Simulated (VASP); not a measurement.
# Mg3Sb2 (P-3m1) in VASP: settings compared, part 2 of 3

VASP 6.6.1.

### 4 Relaxation of cell and atoms, PBEsol

The input, INCAR:

```
PREC = Accurate ; ENCUT = 600
EDIFF = 1E-7 ; ISMEAR = -1
SIGMA = 0.02 ; LREAL = False
LASPH = True ; NELM = 120
ALGO = Normal ; ISIF = 3
LWAVE = False ; LCHARG = False
GGA = PS ; IBRION = 2
NSW = 80 ; EDIFFG = -0.005
GGA_COMPAT = False ; NELMIN = 4
```

The input, KPOINTS:

```
regular mesh
0
Gamma
  6 6 4
```

The input, POSCAR:

```
Mg3Sb2
1.0
    4.5981739697      0.0000000000      0.0000000000
   -2.2990869848      3.9821354688      0.0000000000
    0.0000000000      0.0000000000      7.2632888453
Mg Sb
3 2
Direct
    0.3333333333      0.6666666667      0.6325117462
    0.6666666667      0.3333333333      0.3674882538
    0.0000000000      0.0000000000      0.0000000000
    0.3333333333      0.6666666667      0.2257132228
    0.6666666667      0.3333333333      0.7742867772
```

Potentials or basis: VASP PAW PBE potentials, release 64 (Mg, Sb).

On the command line:

```sh
$ cat potpaw_PBE.64/Mg/POTCAR potpaw_PBE.64/Sb/POTCAR > POTCAR
$ mpirun -np 1 vasp_std > vasp.out
```

OUTCAR:

```text
PREC = Accurate
   ENCUT = 600
   EDIFF = 1E-7
   ISMEAR = -1
   LREAL = False
   LASPH = True
   NELM = 120
   ISIF = 3
   GGA = PS
   IBRION = 2
   NSW = 80
   EDIFFG = -0.005
   NELMIN = 4

 ion  position               nearest neighbor table
   1  0.333  0.667  0.633-   5 2.85   5 2.85   5 2.85   4 2.95   2 3.28   2 3.28   2 3.28
   2  0.667  0.333  0.367-   4 2.85   4 2.85   4 2.85   5 2.95   1 3.28   1 3.28   1 3.28
   3  0.000  0.000  0.000-   4 3.12   5 3.12   4 3.12   5 3.12   5 3.12   4 3.12
   4  0.333  0.667  0.226-   2 2.85   2 2.85   2 2.85   1 2.95   3 3.12   3 3.12   3 3.12
   5  0.667  0.333  0.774-   1 2.85   1 2.85   1 2.85   2 2.95   3 3.12   3 3.12   3 3.12

  LATTYP: Found a hexagonal cell.
 ALAT       =     4.5981739697
 C/A-ratio  =     1.5796028800

  Lattice vectors:

 A1 = (   4.5981739697,   0.0000000000,   0.0000000000)
 A2 = (  -2.2990869848,   3.9821354688,   0.0000000000)
 A3 = (   0.0000000000,   0.0000000000,   7.2632888453)

Analysis of symmetry for initial positions (statically):
=====================================================================
 Subroutine PRICEL returns:
 Original cell was already a primitive cell.

 Routine SETGRP: Setting up the symmetry group for a
 hexagonal supercell.

 Subroutine GETGRP returns: Found 12 space group operations
 (whereof 12 operations were pure point group operations)
 out of a pool of 24 trial point group operations.

The static configuration has the point symmetry D_3d.

Analysis of symmetry for dynamics (positions and initial velocities):
=====================================================================
 Subroutine PRICEL returns:
 Original cell was already a primitive cell.

 Routine SETGRP: Setting up the symmetry group for a
 hexagonal supercell.

 Subroutine GETGRP returns: Found 12 space group operations
 (whereof 12 operations were pure point group operations)
 out of a pool of 24 trial point group operations.

[... 116 lines left out ...]
   NELECT =      16.0000    total number of electrons
   NUPDOWN=      -1.0000    fix difference up-down
   EMIN   =  10.00;   EMAX   =-10.00  energy-range for DOS
   EFERMI =   0.00;   METHOD = LEGACY
   ISMEAR =    -1;   SIGMA  =   0.02  broadening in eV -4-tet -1-fermi 0-gaus
   EFERMI_NEDOS =   21; number of points for ismear=-14 and -15
   IALGO  =     38    algorithm
   IMIX   =      4    mixing-type and parameters
     AMIX     =   0.40;   BMIX     =  1.00
     AMIX_MAG =   1.60;   BMIX_MAG =  1.00
  volume/ion in A,a.u.               =      26.60       179.50
  Fermi-wavevector in a.u.,A,eV,Ry     =   0.808171  1.527222  8.886513  0.653140
  Thomas-Fermi vector in A             =   1.916927
   LORBIT       =      0    0 simple, 1 ext, 2 COOP (PROOUT), +10 PAW based schemes
   GGA     = PS    functional components
   LHFCALC =     F    Hartree Fock is set to
   AEXX    =    0.0000 exact exchange contribution
   IVDW    =     0    specifies the selected vdW correction
   LEPSILON=     F    determine dielectric tensor
   LRPA    =     F    only Hartree local field effects (RPA)
 conjugate gradient relaxation of ions
 non-spin polarized calculation
  energy-cutoff  :      600.00
  volume of cell :      132.99
 maximum number of plane-waves:      4455
 NGX is ok and might be reduce to    40
   NGX = 19   NGY = 19   NGZ = 29

--------------------------------------- Ionic step        1  -------------------------------------------

 number of electron      16.0000000 magnetization

 Free energy of the ion-electron system (eV)
  ---------------------------------------------------
  ext. energy  EPLUGINS =         0.00000000
  ---------------------------------------------------
  free energy    TOTEN  =       -16.13217785 eV

  energy without entropy =      -16.13215038  energy(sigma->0) =      -16.13216411

------------------------ aborting loop because EDIFF is reached ----------------------------------------

  FORCE on cell =-STRESS in cart. coord.  units (eV):
  Direction    XX          YY          ZZ          XY          YZ          ZX
  --------------------------------------------------------------------------------------
  -------------------------------------------------------------------------------------
  Total       -1.0373130     -1.0373130     -1.0640994     -0.0000000     -0.0000000     -0.0000000
  in kB      -12.4964209    -12.4964209    -12.8191154     -0.0000000     -0.0000000     -0.0000000
  external PRESSURE =     -12.6039857 kB  Pullay stress =       0.0000000 kB
[... 182 lines left out ...]
--------------------------------------- Ionic step        6  -------------------------------------------

 number of electron      16.0000000 magnetization

 Free energy of the ion-electron system (eV)
  ---------------------------------------------------
  ext. energy  EPLUGINS =         0.00000000
  ---------------------------------------------------
  free energy    TOTEN  =       -16.14824014 eV

  energy without entropy =      -16.14817999  energy(sigma->0) =      -16.14821007

 E-fermi :   4.6335     XC(G=0):  -8.9447

 val. band max:        4.5548435598   @ k =   0.0000   0.0000   0.0000
 cond. band min:       4.7298473789   @ k =   0.3333   0.3333   0.0000
 fundamental gap:      0.1750038191
 Fermi energy:         4.6334855957

 k-point     1 :       0.0000    0.0000    0.0000
  band No.  band energies     occupation
      1      -5.9017      2.00000
      2      -4.5950      2.00000
      3      -0.4921      2.00000
      4       3.3747      2.00000
      5       3.3747      2.00000
      6       4.1015      2.00000
      7       4.1015      2.00000
      8       4.5548      1.96155
      9       5.6313      0.00000
     10       5.6825      0.00000
     11       7.5262      0.00000
     12       7.5262      0.00000
[... 375 lines left out ...]
  FREE ENERGIE OF THE ION-ELECTRON SYSTEM (eV)
  ---------------------------------------------------
  free  energy   TOTEN  =       -16.1482401450 eV

  energy  without entropy=      -16.1481799944  energy(sigma->0) =      -16.14821007

 reached required accuracy - stopping structural energy minimisation
```

OSZICAR:

```text
N       E                     dE             d eps       ncg     rms          rms(c)
DAV:   1     0.571141169128E+02    0.57114E+02   -0.57578E+03   576   0.114E+03
DAV:   2    -0.117603110815E+02   -0.68874E+02   -0.64073E+02   716   0.146E+02
DAV:   3    -0.166672931266E+02   -0.49070E+01   -0.44032E+01   768   0.405E+01
[... 46 lines left out ...]
DAV:   1    -0.161482374703E+02   -0.27977E-04   -0.31584E-03   604   0.362E-01    0.125E-02
DAV:   2    -0.161482429093E+02   -0.54389E-05   -0.14167E-04   668   0.756E-02    0.619E-03
DAV:   3    -0.161482403527E+02    0.25566E-05   -0.62147E-06   656   0.155E-02    0.245E-03
DAV:   4    -0.161482401655E+02    0.18721E-06   -0.96527E-07   676   0.590E-03    0.112E-03
DAV:   5    -0.161482401450E+02    0.20514E-07   -0.47134E-08   336   0.147E-03
   6 F= -.16148240E+02 E0= -.16148210E+02  d E =-.107688E-02
```

It took 4.4 min on 1 thread of Intel Xeon 8259CL, shared host; peak memory 0.34 GiB.

Results:

```yaml
Free_energy: -16.1482 eV
Relaxed_volume: 25.81 Å³/atom
Relaxed_cell: a = 4.557 Å, b = 4.557 Å, c = 7.176 Å, α = 90.00°, β = 90.00°, γ = 120.00°
Space_group_after_relaxing_to_0.1_Å: P-3m1 (No. 164)
Energy_gained_by_relaxing: 3.2 meV/atom
Ionic_steps: 6
Pressure_after_relaxing: 0.0 GPa
Band_gap_on_the_k_mesh: 0.17 eV (least direct gap 1.08 eV)
```

The path:
```tsv
step	energy change (eV)	largest force (eV/Å)	pressure (GPa)	volume (Å³)
1	0.0000	0.0127	-1.26	132.99
2	-0.0149	0.0795	0.11	129.01
3	-0.0150	0.0746	0.01	129.28
4	-0.0155	0.0546	0.00	129.23
5	-0.0160	0.0126	0.00	129.11
6	-0.0161	0.0020	0.00	129.07
```

Final structure:
```cif
data_structure
_symmetry_space_group_name_H-M 'P 1'
_symmetry_Int_Tables_number 1
_cell_length_a 4.5572
_cell_length_b 4.5572
_cell_length_c 7.1761
_cell_angle_alpha 90.000
_cell_angle_beta 90.000
_cell_angle_gamma 120.000
_cell_volume 129.07
loop_
_atom_site_label
_atom_site_type_symbol
_atom_site_fract_x
_atom_site_fract_y
_atom_site_fract_z
_atom_site_occupancy
Mg1 Mg 0.33333 0.66667 0.63272 1
Mg2 Mg 0.66667 0.33333 0.36728 1
Mg3 Mg 0.00000 0.00000 0.00000 1
Sb1 Sb 0.33333 0.66667 0.22379 1
Sb2 Sb 0.66667 0.33333 0.77621 1
```

Levels at points of the mesh, in eV from the valence-band top:
| k point | band 4 | band 5 | band 6 | band 7 | band 8 | band 9 | band 10 | band 11 | band 12 |
| --- | --- | --- | --- | --- | --- | --- | --- | --- | --- |
| (0.00, 0.00, 0.00) | -1.18 | -1.18 | -0.45 | -0.45 | 0.00 | 1.08 | 1.13 | 2.97 | 2.97 |
| (0.50, 0.00, 0.00) | -3.86 | -3.36 | -2.41 | -2.29 | -0.95 | 0.28 | 1.90 | 2.08 | 2.73 |
| (0.00, 0.00, 0.50) | -3.10 | -0.83 | -0.83 | -0.82 | -0.82 | 1.66 | 1.82 | 2.62 | 2.62 |
| (0.50, 0.00, 0.50) | -4.71 | -1.98 | -1.73 | -1.70 | -1.60 | 0.44 | 1.21 | 1.69 | 2.07 |

Caveat: semilocal functionals underestimate gaps, and a narrow one can read as zero; the PAW data sets were made with another functional, which shifts forces and pressure a little; spin-orbit coupling is left out, which moves the levels of the heavy elements.

### 5 Relaxation of cell and atoms, LDA

The input, INCAR:

```
  ALGO = Normal
  EDIFF = 1E-7
  EDIFFG = -0.005
  ENCUT = 600
  GGA = CA
  GGA_COMPAT = False
  IBRION = 2
  ISIF = 3
  ISMEAR = -1
  LASPH = True
  LCHARG = False
  LREAL = False
  LWAVE = False
  NELM = 120
  NELMIN = 4
  NSW = 80
  PREC = Accurate
  SIGMA = 0.02
```

The input, KPOINTS:

```
k-points
0
Gamma
  6 6 4
```

POSCAR is that of step 4.

Potentials or basis: VASP PAW LDA potentials, release 64 (Mg, Sb).

On the command line:

```sh
$ cat potpaw_LDA.64/Mg/POTCAR potpaw_LDA.64/Sb/POTCAR > POTCAR
$ mpirun -np 1 vasp_std > vasp.out
```

OUTCAR:

```text
EDIFF = 1E-7
   EDIFFG = -0.005
   ENCUT = 600
   GGA = CA
   IBRION = 2
   ISIF = 3
   ISMEAR = -1
   LASPH = True
   LREAL = False
   NELM = 120
   NELMIN = 4
   NSW = 80
   PREC = Accurate

 ion  position               nearest neighbor table
   1  0.333  0.667  0.633-   5 2.85   5 2.85   5 2.85   4 2.95   2 3.28   2 3.28   2 3.28
   2  0.667  0.333  0.367-   4 2.85   4 2.85   4 2.85   5 2.95   1 3.28   1 3.28   1 3.28
   3  0.000  0.000  0.000-   4 3.12   5 3.12   4 3.12   5 3.12   5 3.12   4 3.12
   4  0.333  0.667  0.226-   2 2.85   2 2.85   2 2.85   1 2.95   3 3.12   3 3.12   3 3.12
   5  0.667  0.333  0.774-   1 2.85   1 2.85   1 2.85   2 2.95   3 3.12   3 3.12   3 3.12

  LATTYP: Found a hexagonal cell.
 ALAT       =     4.5981739697
 C/A-ratio  =     1.5796028800

  Lattice vectors:

 A1 = (   4.5981739697,   0.0000000000,   0.0000000000)
 A2 = (  -2.2990869848,   3.9821354688,   0.0000000000)
 A3 = (   0.0000000000,   0.0000000000,   7.2632888453)

Analysis of symmetry for initial positions (statically):
=====================================================================
 Subroutine PRICEL returns:
 Original cell was already a primitive cell.

 Routine SETGRP: Setting up the symmetry group for a
 hexagonal supercell.

 Subroutine GETGRP returns: Found 12 space group operations
 (whereof 12 operations were pure point group operations)
 out of a pool of 24 trial point group operations.

The static configuration has the point symmetry D_3d.

Analysis of symmetry for dynamics (positions and initial velocities):
=====================================================================
 Subroutine PRICEL returns:
 Original cell was already a primitive cell.

 Routine SETGRP: Setting up the symmetry group for a
 hexagonal supercell.

 Subroutine GETGRP returns: Found 12 space group operations
 (whereof 12 operations were pure point group operations)
 out of a pool of 24 trial point group operations.

The dynamic configuration has the point symmetry D_3d.

 Subroutine INISYM returns: Found 12 space group operations
 (whereof 12 operations are pure point group operations),
[... 115 lines left out ...]
   EFERMI =   0.00;   METHOD = LEGACY
   ISMEAR =    -1;   SIGMA  =   0.02  broadening in eV -4-tet -1-fermi 0-gaus
   EFERMI_NEDOS =   21; number of points for ismear=-14 and -15
   IALGO  =     38    algorithm
   IMIX   =      4    mixing-type and parameters
     AMIX     =   0.40;   BMIX     =  1.00
     AMIX_MAG =   1.60;   BMIX_MAG =  1.00
  volume/ion in A,a.u.               =      26.60       179.50
  Fermi-wavevector in a.u.,A,eV,Ry     =   0.808171  1.527222  8.886513  0.653140
  Thomas-Fermi vector in A             =   1.916927
   LORBIT       =      0    0 simple, 1 ext, 2 COOP (PROOUT), +10 PAW based schemes
   GGA     = CA    functional components
   LHFCALC =     F    Hartree Fock is set to
   AEXX    =    0.0000 exact exchange contribution
   IVDW    =     0    specifies the selected vdW correction
   LEPSILON=     F    determine dielectric tensor
   LRPA    =     F    only Hartree local field effects (RPA)
 conjugate gradient relaxation of ions
 non-spin polarized calculation
  energy-cutoff  :      600.00
  volume of cell :      132.99
 maximum number of plane-waves:      4455
 NGX is ok and might be reduce to    40
   NGX = 19   NGY = 19   NGZ = 29

--------------------------------------- Ionic step        1  -------------------------------------------

 number of electron      16.0000000 magnetization

 Free energy of the ion-electron system (eV)
  ---------------------------------------------------
  ext. energy  EPLUGINS =         0.00000000
  ---------------------------------------------------
  free energy    TOTEN  =       -17.00437374 eV

  energy without entropy =      -17.00431951  energy(sigma->0) =      -17.00434663

------------------------ aborting loop because EDIFF is reached ----------------------------------------

  FORCE on cell =-STRESS in cart. coord.  units (eV):
  Direction    XX          YY          ZZ          XY          YZ          ZX
  --------------------------------------------------------------------------------------
  -------------------------------------------------------------------------------------
  Total       -2.3853448     -2.3853448     -2.2568115     -0.0000000      0.0000000     -0.0000000
  in kB      -28.7360460    -28.7360460    -27.1876153     -0.0000000      0.0000000     -0.0000000
  external PRESSURE =     -28.2199024 kB  Pullay stress =       0.0000000 kB
[... 299 lines left out ...]
--------------------------------------- Ionic step        9  -------------------------------------------

 number of electron      16.0000000 magnetization

 Free energy of the ion-electron system (eV)
  ---------------------------------------------------
  ext. energy  EPLUGINS =         0.00000000
  ---------------------------------------------------
  free energy    TOTEN  =       -17.08113787 eV

  energy without entropy =      -17.08103333  energy(sigma->0) =      -17.08108560

 E-fermi :   4.8497     XC(G=0):  -9.1742

 val. band max:        4.7864132240   @ k =   0.0000   0.0000   0.0000
 cond. band min:       4.9280573447   @ k =   0.3333   0.3333   0.0000
 fundamental gap:      0.1416441207
 Fermi energy:         4.8497038239

 k-point     1 :       0.0000    0.0000    0.0000
  band No.  band energies     occupation
      1      -5.8537      2.00000
      2      -4.4878      2.00000
      3      -0.4017      2.00000
      4       3.5879      2.00000
      5       3.5879      2.00000
      6       4.3332      2.00000
      7       4.3332      2.00000
      8       4.7864      1.91895
      9       5.9819      0.00000
     10       5.9958      0.00000
     11       7.8000      0.00000
     12       7.8000      0.00000
[... 375 lines left out ...]
  FREE ENERGIE OF THE ION-ELECTRON SYSTEM (eV)
  ---------------------------------------------------
  free  energy   TOTEN  =       -17.0811378744 eV

  energy  without entropy=      -17.0810333307  energy(sigma->0) =      -17.08108560

 reached required accuracy - stopping structural energy minimisation
```

OSZICAR:

```text
N       E                     dE             d eps       ncg     rms          rms(c)
DAV:   1     0.601432450854E+02    0.60143E+02   -0.57207E+03   576   0.114E+03
DAV:   2    -0.120761230389E+02   -0.72219E+02   -0.67106E+02   720   0.149E+02
DAV:   3    -0.176091332859E+02   -0.55330E+01   -0.51947E+01   768   0.435E+01
DAV:   4    -0.177334977548E+02   -0.12436E+00   -0.12400E+00   700   0.671E+00
[... 68 lines left out ...]
       N       E                     dE             d eps       ncg     rms          rms(c)
DAV:   1    -0.170811383738E+02   -0.52881E-05   -0.51816E-05   592   0.451E-02    0.302E-03
DAV:   2    -0.170811380635E+02    0.31031E-06   -0.20985E-06   688   0.992E-03    0.167E-03
DAV:   3    -0.170811378796E+02    0.18383E-06   -0.42860E-07   660   0.354E-03    0.428E-04
DAV:   4    -0.170811378744E+02    0.52220E-08   -0.36729E-08   324   0.125E-03
   9 F= -.17081138E+02 E0= -.17081086E+02  d E =-.486224E-05
```

CONTCAR:

```text
Mg3Sb2
   1.00000000000000
     4.5016066908834960   -0.0000000000012082    0.0000000000000000
    -2.2508033453938441    3.8985057521699531   -0.0000000000000000
     0.0000000000000000   -0.0000000000000000    7.1022631906787135
  Mg              Sb
     3     2
Direct
     0.3333333332999970    0.6666666667000030    0.6324717705521838
     0.6666666667000030    0.3333333332999970    0.3675282294478164
     0.0000000000000000    0.0000000000000000    0.0000000000000000
     0.3333333332999970    0.6666666667000030    0.2240283268810569
     0.6666666667000030    0.3333333332999970    0.7759716731189432

  0.00000000E+00  0.00000000E+00  0.00000000E+00
  0.00000000E+00  0.00000000E+00  0.00000000E+00
  0.00000000E+00  0.00000000E+00  0.00000000E+00
  0.00000000E+00  0.00000000E+00  0.00000000E+00
  0.00000000E+00  0.00000000E+00  0.00000000E+00
```

It took 5 min on 1 thread of Intel Xeon 8259CL, shared host; peak memory 0.27 GiB.

What came out:

| Property | Result |
| --- | --- |
| Free energy | -17.0811 eV |
| Relaxed volume | 24.93 Å³/atom |
| Relaxed cell | a = 4.502 Å, b = 4.502 Å, c = 7.102 Å, α = 90.00°, β = 90.00°, γ = 120.00° |
| Space group after relaxing (to 0.1 Å) | P-3m1 (No. 164) |
| Energy gained by relaxing | 15.4 meV/atom |
| Ionic steps | 9 |
| Pressure after relaxing | 0.0 GPa |
| Largest force after relaxing | 0.004 eV/Å |
| Band gap on the k mesh | 0.14 eV (least direct gap 1.20 eV) |

Forces on the atoms (eV/Å):
```
Mg   0.000  0.000 -0.004
Mg   0.000  0.000  0.004
Mg   0.000  0.000  0.000
Sb   0.000  0.000  0.000
Sb   0.000  0.000  0.000
```

The path:
| step | energy change (eV) | largest force (eV/Å) | pressure (GPa) | volume (Å³) |
| --- | --- | --- | --- | --- |
| 1 | 0.0000 | 0.0735 | -2.82 | 132.99 |
| 2 | -0.0746 | 0.1077 | 0.30 | 124.18 |
| 3 | -0.0753 | 0.0906 | -0.01 | 124.92 |
| 4 | -0.0753 | 0.0869 | -0.07 | 125.07 |
| 5 | -0.0760 | 0.0619 | -0.07 | 124.99 |
| 6 | -0.0767 | 0.0083 | -0.06 | 124.78 |
| 7 | -0.0767 | 0.0050 | 0.04 | 124.55 |
| 8 | -0.0768 | 0.0062 | 0.01 | 124.63 |
| 9 | -0.0768 | 0.0038 | 0.00 | 124.64 |

Final structure:
```
Mg Sb
1.0
     4.50161    0.00000    0.00000
    -2.25080    3.89851    0.00000
     0.00000    0.00000    7.10226
Mg Sb
3 2
Direct
  0.33333 0.66667 0.63247
  0.66667 0.33333 0.36753
  0.00000 0.00000 0.00000
  0.33333 0.66667 0.22403
  0.66667 0.33333 0.77597
```

Levels at points of the mesh, in eV from the valence-band top:
```tsv
k point	band 4	band 5	band 6	band 7	band 8	band 9	band 10	band 11	band 12
(0.00, 0.00, 0.00)	-1.20	-1.20	-0.45	-0.45	0.00	1.20	1.21	3.01	3.01
(0.50, 0.00, 0.00)	-3.96	-3.45	-2.47	-2.36	-0.97	0.27	1.96	2.10	2.75
(0.00, 0.00, 0.50)	-3.18	-0.85	-0.85	-0.83	-0.83	1.74	1.90	2.65	2.65
(0.50, 0.00, 0.50)	-4.84	-2.02	-1.77	-1.74	-1.65	0.44	1.23	1.69	2.09
```

Caveat: semilocal functionals underestimate gaps, and a narrow one can read as zero; spin-orbit coupling is left out, which moves the levels of the heavy elements.

(Continued in part 3 of 3.)
